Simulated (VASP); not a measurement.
Here is a VASP 6.6.1 calculation.

File INCAR:

```
PREC = Accurate
ENCUT = 520
EDIFF = 1E-6
ISMEAR = -1
SIGMA = 0.05
LREAL = F
LASPH = T
NELM = 80
ALGO = Normal
ISIF = 2
LWAVE = F
LCHARG = F
NBANDS = 16
```

File KPOINTS:

```
regular mesh
0
Gamma
  8 8 8
```

POSCAR

```
CdSe
1.0
    0.0000000000      2.9303244279      2.9303244279
    2.9303244279      0.0000000000      2.9303244279
    2.9303244279      2.9303244279      0.0000000000
Cd Se
1 1
Direct
    0.0000000000      0.0000000000      0.0000000000
    0.5000000000      0.5000000000      0.5000000000
```

Potentials or basis: VASP PAW LDA potentials, release 64 (Cd, Se).

Run with:

```console
$ cat potpaw_LDA.64/Cd/POTCAR potpaw_LDA.64/Se/POTCAR > POTCAR
$ mpirun -np 1 vasp_std > vasp.out
```

Estimate the pressure.

-8.1 GPa.

Estimate the band gap on the k mesh.

zero (band 9 reaches 1.65 eV, above the bottom of band 10 at 1.02 eV).
